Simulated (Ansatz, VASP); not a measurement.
Two plane-wave programs on CoO

```
CELL_PARAMETERS angstrom
0.00000 2.13150 2.13150
2.13150 0.00000 2.13150
2.13150 2.13150 0.00000
ATOMIC_POSITIONS crystal
Co 0.00000 0.00000 0.00000
O 0.50000 0.50000 0.50000
```

Alike in both runs: task single point; functional PBE; k mesh 11 × 11 × 11; occupations fermi-dirac, width 0.05 eV; collinear spin.

```csv
,VASP,Ansatz
version,VASP 6.6.1,Ansatz 0.2.0
potentials or method,"VASP PAW PBE potentials, release 64 (Co, O)",Ansatz PAW
plane-wave cutoff (eV),520,420
valence electrons in the cell,15,23
```

Ansatz gave:

- gap on the k mesh at the Fermi level (eV): none
- pressure (GPa): -1.9
- net moment per atom (μB): 1.46
- size of the moment on the site where the two differ most (μB): 2.49

Task: Estimate VASP's values.

Result: gap on the k mesh at the Fermi level (eV): none; pressure (GPa): -2.3; net moment per atom (μB): 1.45; size of the moment on the site where the two differ most (μB): 2.55.

Site moments also hang on the region over which each program counts them. A gap of «none» marks a metal or a gap that the smearing closes. VASP's potentials hold 15 valence electrons a cell and Ansatz's 23, so a difference there can come from the potentials and not from the codes.
